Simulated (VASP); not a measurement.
# RbBr (I-4m2) in VASP: single point with HSE06

Aim: the single point of RbBr with HSE06.

Everything below comes from runs of VASP 6.6.1. Logs are shortened: lines on timing, memory, paths and dates and some standing lists are left out, and cuts for length are marked.

## Step 1: The cell of the first run

The structure is tetragonal, space group I-4m2 (No. 119). The conventional cell has a = 5.387 Å, b = 5.387 Å, c = 7.739 Å, α = 90.00°, β = 90.00°, γ = 90.00°. Within 4.4 Å of Rb (site symmetry -4m2) lie 4 Br at 3.32 Å. Br (site symmetry -4m2) has 4 Rb at 3.32 Å within 4.4 Å.

## Step 2: Single point, HSE06 (biaxial xy strain -1.6%)

Contents of POSCAR:

```
RbBr
1.0
    0.0000000000      3.8091327135      3.8694968646
    3.8091327135      0.0000000000      3.8694968646
    3.8091327135      3.8091327135      0.0000000000
Rb Br
1 1
Direct
    0.0000000000      0.0000000000      0.0000000000
    0.2500000000      0.2500000000      0.2500000000
```

Contents of INCAR.step1:

```
SYSTEM = RbBr
PREC = Accurate ; ENCUT = 520
EDIFF = 1E-5 ; ISMEAR = 0
SIGMA = 0.01 ; LREAL = .False.
LASPH = .True. ; NELM = 60
ALGO = Normal ; ISIF = 2
LWAVE = .True. ; LCHARG = .False.
GGA = PE ; NBANDS = 15
```

Contents of INCAR.step2:

```
SYSTEM = RbBr
PREC = Accurate ; ENCUT = 520
EDIFF = 1E-6 ; ISMEAR = 0
SIGMA = 0.01 ; LREAL = .False.
LASPH = .True. ; NELM = 60
ALGO = Normal ; ISIF = 2
LWAVE = .False. ; LCHARG = .False.
GGA = PE ; LHFCALC = .True.
HFSCREEN = 0.2079 ; PRECFOCK = Normal
ISTART = 1 ; NBANDS = 15
```

Contents of KPOINTS:

```
regular mesh
0
Gamma
  4 4 4
  0 0 0
```

Potentials or basis: VASP PAW PBE potentials, release 64 (Rb_sv, Br).

Launch:

```bash
> cat potpaw_PBE.64/Rb_sv/POTCAR potpaw_PBE.64/Br/POTCAR > POTCAR
> cp INCAR.step1 INCAR
> mpirun -np 1 vasp_std > vasp.out
> cp INCAR.step2 INCAR
> mpirun -np 1 vasp_std > vasp.out
```

OUTCAR:

```text
SYSTEM = RbBr
   PREC = Accurate
   ENCUT = 520
   EDIFF = 1E-6
   ISMEAR = 0
   LREAL = .False.
   LASPH = .True.
   NELM = 60
   ISIF = 2
   GGA = PE
   LHFCALC = .True.
   HFSCREEN = 0.2079
   PRECFOCK = Normal
   ISTART = 1

 ion  position               nearest neighbor table
   1  0.000  0.000  0.000-   2 3.32   2 3.32   2 3.32   2 3.32
   2  0.250  0.250  0.250-   1 3.32   1 3.32   1 3.32   1 3.32

  LATTYP: Found a body centered tetragonal cell.
 ALAT       =     5.3869271443
 C/A-ratio  =     1.4366249110

  Lattice vectors:

 A1 = (  -3.8091327135,   0.0000000000,   3.8694968646)
 A2 = (   3.8091327135,   0.0000000000,   3.8694968646)
 A3 = (   0.0000000000,   3.8091327135,  -3.8694968646)

Analysis of symmetry for initial positions (statically):
=====================================================================
 Subroutine PRICEL returns:
 Original cell was already a primitive cell.

 Routine SETGRP: Setting up the symmetry group for a
 body centered tetragonal supercell.

 Subroutine GETGRP returns: Found  8 space group operations
 (whereof  8 operations were pure point group operations)
 out of a pool of 16 trial point group operations.

The static configuration has the point symmetry D_2d.

Analysis of symmetry for dynamics (positions and initial velocities):
=====================================================================
 Subroutine PRICEL returns:
 Original cell was already a primitive cell.

 Routine SETGRP: Setting up the symmetry group for a
 body centered tetragonal supercell.

 Subroutine GETGRP returns: Found  8 space group operations
 (whereof  8 operations were pure point group operations)
 out of a pool of 16 trial point group operations.

The dynamic configuration has the point symmetry D_2d.

 Subroutine INISYM returns: Found  8 space group operations
 (whereof  8 operations are pure point group operations),
 and found     1 'primitive' translations

----------------------------------------------------------------------------------------

                                     Primitive cell

  volume of cell :     112.2889

  direct lattice vectors                    reciprocal lattice vectors
     0.000000000  3.809132713  3.869496865    -0.131263476  0.131263476  0.129215766
     3.809132713  0.000000000  3.869496865     0.131263476 -0.131263476  0.129215766
     3.809132713  3.809132713  0.000000000     0.131263476  0.131263476 -0.129215766

  length of vectors
     5.429778818  5.429778818  5.386927144     0.226178943  0.226178943  0.226178943

  position of ions in fractional coordinates (direct lattice)
     0.000000000  0.000000000  0.000000000
     0.250000000  0.250000000  0.250000000

  ion indices of the primitive-cell ions
   primitive index   ion index
                 1           1
                 2           2

----------------------------------------------------------------------------------------

 KPOINTS: regular mesh

Automatic generation of k-mesh.
 Grid dimensions read from file:
 generate k-points for:    4    4    4

 Generating k-lattice:

  Cartesian coordinates                     Fractional coordinates (reciprocal lattice)
    -0.032815869  0.032815869  0.032303941     0.250000000  0.000000000  0.000000000
     0.032815869 -0.032815869  0.032303941     0.000000000  0.250000000  0.000000000
     0.032815869  0.032815869 -0.032303941    -0.000000000 -0.000000000  0.250000000

  Length of vectors
     0.056544736  0.056544736  0.056544736

  Shift w.r.t. Gamma in fractional coordinates (k-lattice)
     0.000000000  0.000000000  0.000000000

 Subroutine IBZKPT returns following result:
 ===========================================

 Found     13 irreducible k-points:

 Following reciprocal coordinates:
            Coordinates               Weight
  0.000000  0.000000  0.000000      1.000000
  0.250000  0.000000  0.000000      8.000000
  0.500000  0.000000  0.000000      4.000000
  0.250000  0.250000  0.000000      2.000000
  0.500000  0.250000  0.000000      8.000000
 -0.250000  0.250000  0.000000      4.000000
  0.500000  0.500000  0.000000      1.000000
  0.250000  0.000000  0.250000      4.000000
  0.500000  0.000000  0.250000     16.000000
 -0.250000  0.000000  0.250000      8.000000
 -0.250000  0.500000  0.250000      4.000000
  0.500000  0.000000  0.500000      2.000000
 -0.250000  0.250000  0.500000      2.000000
   k-points           NKPTS =     13   k-points in BZ     NKDIM =     64   number of bands    NBANDS=     15
   number of dos      NEDOS =    301   number of ions     NIONS =      2
   total plane-waves  NPLWV =  64000
   dimension x,y,z NGX =    40 NGY =   40 NGZ =   40
   dimension x,y,z NGXF=    80 NGYF=   80 NGZF=   80
   ions per type =               1   1
   NGX,Y,Z   is equivalent  to a cutoff of  12.25, 12.25, 12.34 a.u.
   NGXF,Y,Z  is equivalent  to a cutoff of  24.49, 24.49, 24.69 a.u.
 SYSTEM =  RbBr
   PREC   = accura    normal or accurate (medium, high low for compatibility)
   ISTART =      1    job   : 0-new  1-cont  2-samecut
   ICHARG =      0    charge: 1-file 2-atom 10-const
   ISPIN  =      1    spin polarized calculation?
   LNONCOLLINEAR =      F non collinear calculations
   LSORBIT =      F    spin-orbit coupling
   LASPH  =      T    aspherical Exc in radial PAW
   ENCUT  =  520.0 eV  38.22 Ry    6.18 a.u.  10.10 10.10 10.02*2*pi/ulx,y,z
   NELM   =     60;   NELMIN=  2; NELMDL=  0     # of ELM steps
   EDIFF  = 0.1E-05   stopping-criterion for ELM
   LREAL  =      F    real-space projection
   EDIFFG = 0.1E-04   stopping-criterion for IOM
   NSW    =      0    number of steps for IOM
   IBRION =     -1    ionic relax: 0-MD 1-quasi-New 2-CG
   NFREE  =      0    steps in history (QN), initial steepest desc. (CG)
   ISIF   =      2    stress and relaxation
   ISYM   =      3    0-nonsym 1-usesym 2-fastsym
   POTIM  = 0.5000    time-step for ionic-motion
   TEBEG  =    0.0;   TEEND  =   0.0 temperature during run
   PSTRESS=    0.0 pullay stress
   NELECT =      16.0000    total number of electrons
   NUPDOWN=      -1.0000    fix difference up-down
   EMIN   =  10.00;   EMAX   =-10.00  energy-range for DOS
   EFERMI =   0.00;   METHOD = LEGACY
   ISMEAR =     0;   SIGMA  =   0.01  broadening in eV -4-tet -1-fermi 0-gaus
   EFERMI_NEDOS =   21; number of points for ismear=-14 and -15
   IALGO  =     38    algorithm
   IMIX   =      1    mixing-type and parameters
     AMIX     =   0.40;   BMIX     =  1.00
     AMIX_MAG =   1.60;   BMIX_MAG =  1.00
  volume/ion in A,a.u.               =      56.14       378.88
  Fermi-wavevector in a.u.,A,eV,Ry     =   0.855072  1.615851  9.947870  0.731148
  Thomas-Fermi vector in A             =   1.971765
   LORBIT       =      0    0 simple, 1 ext, 2 COOP (PROOUT), +10 PAW based schemes
   GGA     = PE    functional components
   LHFCALC =     T    Hartree Fock is set to
   PRECFOCK=normal    Normal, Fast or Accurate (Low or Medium for compatibility)
   ENCUT4O =  -1.0   cutoff for four orbital integrals eV
   NKREDX  =     1    reduce k-point grid by
   NKREDY  =     1    reduce k-point grid by
   NKREDZ  =     1    reduce k-point grid by
   AEXX    =    0.2500 exact exchange contribution
   HFSCREEN=    0.2079 screening length (either q_TF or 0.3 A-1)
   HFSCREENC=   0.2079 screening length for correlation (either q_TF or 0.3 A-1)
   ENCUTFOCK=  -1.0 apply spherical cutoff to Coloumb kernel
   IVDW    =     0    specifies the selected vdW correction
   LEPSILON=     F    determine dielectric tensor
   LRPA    =     F    only Hartree local field effects (RPA)
 non-spin polarized calculation
 Gauss-broadening in eV      SIGMA  =   0.01
  energy-cutoff  :      520.00
  volume of cell :      112.29
 maximum number of plane-waves:      3040
  NGX = 32; NGY = 32; NGZ = 32

 number of electron      15.9999998 magnetization

 Free energy of the ion-electron system (eV)
  ---------------------------------------------------
  ext. energy  EPLUGINS =         0.00000000
  ---------------------------------------------------
  free energy    TOTEN  =        -6.87024746 eV

  energy without entropy =       -6.87024746  energy(sigma->0) =       -6.87024746

 E-fermi :  -3.7897     XC(G=0):  -4.9334

 val. band max:       -3.8632215856   @ k =   0.5000   0.5000   0.0000
 cond. band min:       1.3534355436   @ k =   0.0000   0.0000   0.0000
 fundamental gap:      5.2166571292
 Fermi energy:        -3.7897128958

 k-point     1 :       0.0000    0.0000    0.0000
  band No.  band energies     occupation
      1     -30.0581      2.00000
      2     -16.7612      2.00000
      3     -13.0098      2.00000
      4     -13.0098      2.00000
      5     -13.0086      2.00000
      6      -3.9755      2.00000
      7      -3.9707      2.00000
      8      -3.9707      2.00000
      9       1.3534      0.00000
     10       5.6012      0.00000
     11       5.7174      0.00000
     12       6.5756      0.00000
     13       6.6652      0.00000
     14       6.6652      0.00000
     15       7.6673      0.00000

 k-point     2 :       0.2500    0.0000    0.0000
  band No.  band energies     occupation
      1     -30.0566      2.00000
      2     -16.7872      2.00000
      3     -13.0174      2.00000
      4     -13.0174      2.00000
      5     -12.9798      2.00000
      6      -4.0971      2.00000
      7      -3.9485      2.00000
      8      -3.9418      2.00000
      9       2.1919      0.00000
     10       5.2064      0.00000
     11       5.2758      0.00000
     12       5.6101      0.00000
     13       6.6134      0.00000
     14       7.2539      0.00000
     15       7.2543      0.00000
[... 167 lines left out ...]
      3     -13.0502      2.00000
      4     -13.0459      2.00000
      5     -12.9008      2.00000
      6      -4.2909      2.00000
      7      -3.8738      2.00000
      8      -3.8704      2.00000
      9       3.1820      0.00000
     10       4.0513      0.00000
     11       6.1034      0.00000
     12       6.5631      0.00000
     13       6.6197      0.00000
     14       6.6466      0.00000
     15       7.1766      0.00000

 k-point    13 :      -0.2500    0.2500    0.5000
  band No.  band energies     occupation
      1     -30.0541      2.00000
      2     -16.8277      2.00000
      3     -13.0623      2.00000
      4     -13.0465      2.00000
      5     -12.8890      2.00000
      6      -4.1486      2.00000
      7      -4.0187      2.00000
      8      -3.8742      2.00000
      9       3.3167      0.00000
     10       4.0447      0.00000
     11       5.9497      0.00000
     12       6.0263      0.00000
     13       6.3573      0.00000
     14       6.7444      0.00000
     15       7.7159      0.00000

------------------------ aborting loop because EDIFF is reached ----------------------------------------

  FORCE on cell =-STRESS in cart. coord.  units (eV):
  Direction    XX          YY          ZZ          XY          YZ          ZX
  --------------------------------------------------------------------------------------
  -------------------------------------------------------------------------------------
  Total        0.2609139      0.2609139      0.2597393      0.0000000      0.0000000      0.0000000
  in kB        3.7228118      3.7228118      3.7060528      0.0000000      0.0000000      0.0000000
  external PRESSURE =       3.7172255 kB  Pullay stress =       0.0000000 kB

 VOLUME and BASIS-vectors are now :
 -----------------------------------------------------------------------------
  energy-cutoff  :      520.00
  volume of cell :      112.29
      direct lattice vectors                 reciprocal lattice vectors
     0.000000000  3.809132713  3.869496865    -0.131263476  0.131263476  0.129215766
     3.809132713  0.000000000  3.869496865     0.131263476 -0.131263476  0.129215766
     3.809132713  3.809132713  0.000000000     0.131263476  0.131263476 -0.129215766

 POSITION                                       TOTAL-FORCE (eV/Angst)
 -----------------------------------------------------------------------------------
      0.00000      0.00000      0.00000         0.000000      0.000000      0.000000
      1.90457      1.90457      1.93475        -0.000000     -0.000000     -0.000000
 -----------------------------------------------------------------------------------
    total drift:                               -0.000000     -0.000001      0.000000

  FREE ENERGIE OF THE ION-ELECTRON SYSTEM (eV)
  ---------------------------------------------------
  free  energy   TOTEN  =        -6.8702474589 eV

  energy  without entropy=       -6.8702474589  energy(sigma->0) =       -6.87024746
```

Run time: 10 min. Hardware: 1 thread of Intel Xeon 6975P-C (Granite Rapids), shared host; peak memory 0.37 GiB.

Results:

| Quantity | Value |
| --- | --- |
| Free energy | -6.8702 eV |
| Pressure | 0.4 GPa |
| Band gap on the k mesh | 5.22 eV (least direct gap 5.32 eV) |

Levels at points of the mesh, in eV from the valence-band top:
| k point | band 6 | band 7 | band 8 | band 9 | band 10 | band 11 |
| --- | --- | --- | --- | --- | --- | --- |
| (0.00, 0.00, 0.00) | -0.11 | -0.11 | -0.11 | 5.22 | 9.46 | 9.58 |
| (0.50, 0.00, 0.00) | -0.32 | -0.06 | -0.05 | 7.52 | 7.66 | 9.07 |
| (0.50, 0.50, 0.00) | -0.44 | 0.00 | 0.00 | 7.02 | 7.90 | 9.89 |
| (0.50, 0.00, 0.50) | -0.43 | -0.01 | -0.01 | 7.05 | 7.91 | 9.97 |

Caveat: the cell differs from its parent crystal (biaxial xy strain -1.6%); the structure was generated, so it needn't be the stable form of RbBr; the PAW data sets were made with another functional, which shifts forces and pressure a little. A k mesh can miss the band edges.
